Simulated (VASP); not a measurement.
Crystal: GaSb.

```
Ga Sb
1.0
     3.98143    0.00000    0.00000
    -1.99072    3.44802    0.00000
     0.00000    0.00000    6.94765
Ga Sb
2 2
Cartesian
  0.0000 0.0000 0.0000
  0.0000 0.0000 3.4738
  0.0000 2.2987 1.7369
  1.9907 1.1493 5.2107
```

Base run:

```yaml
Program: VASP 6.6.1
Functional: r2SCAN
Potentials_or_basis: VASP PAW PBE potentials, release 64 (Ga_d, Sb)
Cutoff: 520 eV
k_mesh: 12 × 12 × 4
Occupations: fermi-dirac, width 0.02 eV
Spin: no spin polarisation
```

Its results: band gap on the k mesh zero (band 18 reaches 7.54 eV, above the bottom of band 19 at 3.57 eV); pressure 0.1 GPa.

The run is repeated on the same cell with these changes: functional from r2SCAN to PBE. What comes out?

Band gap on the k mesh zero (band 18 reaches 7.66 eV, above the bottom of band 19 at 3.83 eV); pressure 1.8 GPa.

Caveats: spin-orbit coupling is left out, which moves the levels of the heavy elements; the PAW data sets were made with another functional, which shifts forces and pressure a little (some runs).
